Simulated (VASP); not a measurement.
# Ga (Cmcm) in VASP: further runs

Ga is run at these levels: PBEsol; tasks: single point.

Program: VASP 6.6.1. These are calculated values, not measurements. Logs are shortened: lines on timing, memory, paths and dates and some standing lists are left out, and cuts for length are marked.

## (1) The cell of the first run

The structure is orthorhombic, space group Cmcm (No. 63). The conventional cell has a = 2.943 Å, b = 8.252 Å, c = 3.170 Å, α = 90.00°, β = 90.00°, γ = 90.00°. Ga (site symmetry m2m) has 10 Ga at 2.71 to 3.17 Å within 3.6 Å.

## (2) Single point, PBEsol (strain +0.0150 x Voigt [1, 1, 0, 0, 0, 0])

INCAR

```
PREC = Accurate
ENCUT = 520
EDIFF = 1E-7
ISMEAR = 0
SIGMA = 0.15
LREAL = F
LASPH = T
NELM = 80
ALGO = Fast
ISIF = 2
LWAVE = F
LCHARG = F
GGA = PS
NBANDS = 20
```

KPOINTS

```
Automatic mesh
0
Gamma
  18 18 16
```

POSCAR

```
Ga
1.0
    1.4717500000     -4.1259750000      0.0000000000
    1.4717500000      4.1259750000      0.0000000000
    0.0000000000      0.0000000000      3.1700000000
Ga
2
Direct
    0.8670000000      0.1330000000      0.2500000000
    0.1330000000      0.8670000000      0.7500000000
```

Potentials or basis: VASP PAW PBE potentials, release 64 (Ga_d).

Launch:

```sh
> cat potpaw_PBE.64/Ga_d/POTCAR > POTCAR
> mpirun -np 1 vasp_std > vasp.out
```

OUTCAR:

```text
PREC = Accurate
   ENCUT = 520
   EDIFF = 1E-7
   ISMEAR = 0
   LREAL = F
   LASPH = T
   NELM = 80
   ISIF = 2
   GGA = PS

 ion  position               nearest neighbor table
   1  0.867  0.133  0.250-   2 2.71   2 2.71   2 2.90   2 2.90   2 2.90   2 2.90
   2  0.133  0.867  0.750-   1 2.71   1 2.71   1 2.90   1 2.90   1 2.90   1 2.90

  LATTYP: Found a base centered orthorhombic cell.
 ALAT       =     2.9435000000
 B/A-ratio  =     2.8034482759
 C/A-ratio  =     1.0769492101

  Lattice vectors:

 A1 = (   1.4717500000,  -4.1259750000,   0.0000000000)
 A2 = (   1.4717500000,   4.1259750000,   0.0000000000)
 A3 = (   0.0000000000,   0.0000000000,   3.1700000000)

Analysis of symmetry for initial positions (statically):
=====================================================================
 Subroutine PRICEL returns:
 Original cell was already a primitive cell.

 Routine SETGRP: Setting up the symmetry group for a
 base centered orthorhombic supercell.

 Subroutine GETGRP returns: Found  8 space group operations
 (whereof  4 operations were pure point group operations)
 out of a pool of  8 trial point group operations.

The static configuration has the point symmetry C_2h.
 The point group associated with its full space group is D_2h.

Analysis of symmetry for dynamics (positions and initial velocities):
=====================================================================
 Subroutine PRICEL returns:
 Original cell was already a primitive cell.

 Routine SETGRP: Setting up the symmetry group for a
 base centered orthorhombic supercell.

 Subroutine GETGRP returns: Found  8 space group operations
 (whereof  4 operations were pure point group operations)
 out of a pool of  8 trial point group operations.

The dynamic configuration has the point symmetry C_2h.
 The point group associated with its full space group is D_2h.

 Subroutine INISYM returns: Found  8 space group operations
 (whereof  4 operations are pure point group operations),
 and found     1 'primitive' translations

----------------------------------------------------------------------------------------

                                     Primitive cell

  volume of cell :      38.4990

  direct lattice vectors                    reciprocal lattice vectors
     1.471750000 -4.125975000  0.000000000     0.339731612 -0.121183478  0.000000000
     1.471750000  4.125975000  0.000000000     0.339731612  0.121183478  0.000000000
[... 83 lines left out ...]
   ENCUT  =  520.0 eV  38.22 Ry    6.18 a.u.   8.15  8.15  5.89*2*pi/ulx,y,z
   NELM   =     80;   NELMIN=  2; NELMDL= -5     # of ELM steps
   EDIFF  = 0.1E-06   stopping-criterion for ELM
   LREAL  =      F    real-space projection
   EDIFFG = 0.1E-05   stopping-criterion for IOM
   NSW    =      0    number of steps for IOM
   IBRION =     -1    ionic relax: 0-MD 1-quasi-New 2-CG
   NFREE  =      0    steps in history (QN), initial steepest desc. (CG)
   ISIF   =      2    stress and relaxation
   ISYM   =      2    0-nonsym 1-usesym 2-fastsym
   POTIM  = 0.5000    time-step for ionic-motion
   TEBEG  =    0.0;   TEEND  =   0.0 temperature during run
   PSTRESS=    0.0 pullay stress
   NELECT =      26.0000    total number of electrons
   NUPDOWN=      -1.0000    fix difference up-down
   EMIN   =  10.00;   EMAX   =-10.00  energy-range for DOS
   EFERMI =   0.00;   METHOD = LEGACY
   ISMEAR =     0;   SIGMA  =   0.15  broadening in eV -4-tet -1-fermi 0-gaus
   EFERMI_NEDOS =   21; number of points for ismear=-14 and -15
   IALGO  =     68    algorithm
   IMIX   =      4    mixing-type and parameters
     AMIX     =   0.40;   BMIX     =  1.00
     AMIX_MAG =   1.60;   BMIX_MAG =  1.00
  volume/ion in A,a.u.               =      19.25       129.90
  Fermi-wavevector in a.u.,A,eV,Ry     =   1.436314  2.714239 28.068780  2.062997
  Thomas-Fermi vector in A             =   2.555516
   LORBIT       =      0    0 simple, 1 ext, 2 COOP (PROOUT), +10 PAW based schemes
   GGA     = PS    functional components
   LHFCALC =     F    Hartree Fock is set to
   AEXX    =    0.0000 exact exchange contribution
   IVDW    =     0    specifies the selected vdW correction
   LEPSILON=     F    determine dielectric tensor
   LRPA    =     F    only Hartree local field effects (RPA)
 non-spin polarized calculation
 RMM-DIIS sequential band-by-band and
 Gauss-broadening in eV      SIGMA  =   0.15
  energy-cutoff  :      520.00
  volume of cell :       38.50
 maximum number of plane-waves:      1055
 NGX is ok and might be reduce to    36
   NGX = 17   NGY = 17   NGZ = 11

 number of electron      25.9999991 magnetization

 Free energy of the ion-electron system (eV)
  ---------------------------------------------------
  ext. energy  EPLUGINS =         0.00000000
  ---------------------------------------------------
  free energy    TOTEN  =        -6.63496304 eV

  energy without entropy =       -6.62611325  energy(sigma->0) =       -6.63053814

 E-fermi :   5.2182     XC(G=0): -11.0085

 val. band max:        5.2181335879   @ k =   0.2778   0.2778   0.4375
 cond. band min:       5.2231656878   @ k =   0.2778   0.0000   0.4375
 fundamental gap:      0.0050320999
 Fermi energy:         5.2181671544

 k-point     1 :       0.0000    0.0000    0.0000
  band No.  band energies     occupation
      1      -9.8656      2.00000
      2      -9.8363      2.00000
      3      -9.7750      2.00000
      4      -9.7571      2.00000
      5      -9.5891      2.00000
      6      -9.5710      2.00000
[... 541 lines left out ...]
     19      16.9389      0.00000
     20      19.8632      0.00000

 [... further k-points ...]

------------------------ aborting loop because EDIFF is reached ----------------------------------------

  FORCE on cell =-STRESS in cart. coord.  units (eV):
  Direction    XX          YY          ZZ          XY          YZ          ZX
  --------------------------------------------------------------------------------------
  -------------------------------------------------------------------------------------
  Total       -1.2024085     -0.6170595     -0.4082407      0.0000000      0.0000000      0.0000000
  in kB      -50.0394713    -25.6795688    -16.9893570      0.0000000      0.0000000      0.0000000
  external PRESSURE =     -30.9027990 kB  Pullay stress =       0.0000000 kB

 VOLUME and BASIS-vectors are now :
 -----------------------------------------------------------------------------
  energy-cutoff  :      520.00
  volume of cell :       38.50
      direct lattice vectors                 reciprocal lattice vectors
     1.471750000 -4.125975000  0.000000000     0.339731612 -0.121183478  0.000000000
     1.471750000  4.125975000  0.000000000     0.339731612  0.121183478  0.000000000
     0.000000000  0.000000000  3.170000000     0.000000000  0.000000000  0.315457413

 POSITION                                       TOTAL-FORCE (eV/Angst)
 -----------------------------------------------------------------------------------
      1.47175     -3.02847      0.79250         0.000000      0.186023     -0.000000
      1.47175      3.02847      2.37750         0.000000     -0.186023      0.000000
 -----------------------------------------------------------------------------------
    total drift:                                0.000000     -0.000000     -0.000000

  FREE ENERGIE OF THE ION-ELECTRON SYSTEM (eV)
  ---------------------------------------------------
  free  energy   TOTEN  =        -6.6349630373 eV

  energy  without entropy=       -6.6261132497  energy(sigma->0) =       -6.63053814
```

OSZICAR:

```text
N       E                     dE             d eps       ncg     rms          rms(c)
DAV:   1     0.130156547636E+03    0.13016E+03   -0.13242E+04 34444   0.244E+03
DAV:   2     0.472938842688E+01   -0.12543E+03   -0.12242E+03 33992   0.382E+02
DAV:   3    -0.654350574821E+01   -0.11273E+02   -0.11211E+02 37012   0.942E+01
DAV:   4    -0.671506390665E+01   -0.17156E+00   -0.17144E+00 37564   0.128E+01
DAV:   5    -0.671795158455E+01   -0.28877E-02   -0.28875E-02 37308   0.164E+00    0.145E+00
RMM:   6    -0.664895116192E+01    0.69000E-01   -0.12071E-01 43995   0.420E+00    0.711E-01
RMM:   7    -0.663646038494E+01    0.12491E-01   -0.31696E-02 46114   0.169E+00    0.210E-01
RMM:   8    -0.663490871237E+01    0.15517E-02   -0.33103E-03 47632   0.579E-01    0.189E-02
RMM:   9    -0.663494634070E+01   -0.37628E-04   -0.58548E-04 50570   0.290E-01    0.123E-02
RMM:  10    -0.663496069603E+01   -0.14355E-04   -0.15941E-04 54391   0.119E-01    0.479E-03
RMM:  11    -0.663496290259E+01   -0.22066E-05   -0.18567E-05 53294   0.381E-02    0.179E-03
RMM:  12    -0.663496300234E+01   -0.99745E-07   -0.28864E-06 48715   0.152E-02    0.812E-04
RMM:  13    -0.663496303730E+01   -0.34959E-07   -0.63431E-07 33811   0.827E-03
   1 F= -.66349630E+01 E0= -.66305381E+01  d E =-.884979E-02
```

Wall time 7.1 min (1 thread of AMD EPYC 9R45 (Zen 5), shared host); peak memory 0.55 GiB.

What came out:

```yaml
Free_energy: -6.6350 eV
Pressure: -3.1 GPa
Largest_force: 0.186 eV/Å
Band_gap_on_the_k_mesh: zero (bands 13 and 14 overlap by 9.36 eV)
```

Forces in eV/Å, atoms in the order of the input:
```
Ga   0.000  0.186  0.000
Ga   0.000 -0.186  0.000
```

Levels at points of the mesh, in eV from the Fermi level:
| k point | band 9 | band 10 | band 11 | band 12 | band 13 | band 14 | band 15 | band 16 | band 17 | band 18 |
| --- | --- | --- | --- | --- | --- | --- | --- | --- | --- | --- |
| (0.00, 0.00, 0.00) | -14.75 | -14.60 | -11.02 | -2.26 | -1.73 | 3.11 | 6.75 | 7.47 | 8.39 | 10.12 |
| (0.50, 0.00, 0.00) | -14.66 | -14.65 | -6.70 | -5.34 | -1.76 | -0.55 | 6.26 | 6.76 | 8.55 | 9.30 |
| (0.50, 0.50, 0.00) | -14.71 | -14.66 | -9.06 | -8.44 | 5.27 | 5.51 | 5.97 | 7.05 | 7.13 | 9.06 |
| (0.00, 0.00, 0.50) | -14.68 | -14.68 | -7.20 | -7.20 | 1.83 | 1.83 | 2.36 | 2.36 | 9.97 | 9.97 |
| (0.50, 0.00, 0.50) | -14.65 | -14.65 | -3.04 | -3.04 | -1.53 | -1.53 | 1.83 | 1.83 | 4.14 | 4.14 |
| (0.50, 0.50, 0.50) | -14.71 | -14.71 | -5.47 | -5.47 | -4.08 | -4.08 | 9.27 | 9.27 | 11.00 | 11.00 |

Caveat: the cell differs from its parent crystal (strain +0.0150 x Voigt [1, 1, 0, 0, 0, 0]); the cell stands under tension; the PAW data sets were made with another functional, which shifts forces and pressure a little.

## (3) Single point, PBEsol (strain +0.0175 x Voigt [1, 1, 0, 0, 0, 0])

INCAR

```
SYSTEM = Ga
PREC = Accurate ; ENCUT = 520
EDIFF = 1E-6 ; ISMEAR = 0
SIGMA = 0.15 ; LREAL = .FALSE.
LASPH = .TRUE. ; NELM = 60
ALGO = Fast ; ISIF = 2
LWAVE = .FALSE. ; LCHARG = .FALSE.
GGA = PS ; NBANDS = 20
```

KPOINTS

```
regular mesh
0
G
  18 18 16
  0 0 0
```

POSCAR

```
Ga
1.0
    1.4753750000     -4.1361375000      0.0000000000
    1.4753750000      4.1361375000      0.0000000000
    0.0000000000      0.0000000000      3.1700000000
Ga
2
Direct
    0.8670000000      0.1330000000      0.2500000000
    0.1330000000      0.8670000000      0.7500000000
```

Potentials or basis: VASP PAW PBE potentials, release 64 (Ga_d).

Launch:

```sh
> cat potpaw_PBE.64/Ga_d/POTCAR > POTCAR
> mpirun -np 1 vasp_std > vasp.out
```

It took 6.4 min on 1 thread of AMD EPYC 9R45 (Zen 5), shared host; peak memory 0.55 GiB.

The run converged. Its results:

```
Free energy            : -6.6303 eV
Pressure               : -3.4 GPa
Largest force          : 0.185 eV/Å
Band gap on the k mesh : zero (bands 13 and 14 overlap by 9.35 eV)
```

Forces on the atoms (eV/Å):
```
Ga   0.000  0.185  0.000
Ga   0.000 -0.185  0.000
```

Stress tensor (GPa, compression positive):
```
-5.29  0.00  0.00
 0.00 -2.86  0.00
 0.00  0.00 -1.98
```

Levels at points of the mesh, in eV from the Fermi level:
```csv
k point,band 10,band 11,band 12,band 13,band 14,band 15,band 16,band 17
"(0.00, 0.00, 0.00)",-14.60,-10.99,-2.25,-1.76,3.15,6.78,7.41,8.33
"(0.50, 0.00, 0.00)",-14.65,-6.69,-5.32,-1.76,-0.57,6.22,6.77,8.49
"(0.50, 0.50, 0.00)",-14.66,-9.03,-8.42,5.30,5.46,5.99,7.04,7.12
"(0.00, 0.00, 0.50)",-14.67,-7.17,-7.17,1.83,1.83,2.35,2.35,9.91
"(0.50, 0.00, 0.50)",-14.65,-3.04,-3.04,-1.51,-1.51,1.82,1.82,4.12
"(0.50, 0.50, 0.50)",-14.71,-5.45,-5.45,-4.06,-4.06,9.22,9.22,10.94
```

Caveat: the cell differs from its parent crystal (strain +0.0175 x Voigt [1, 1, 0, 0, 0, 0]); the cell stands under tension; the PAW data sets were made with another functional, which shifts forces and pressure a little.
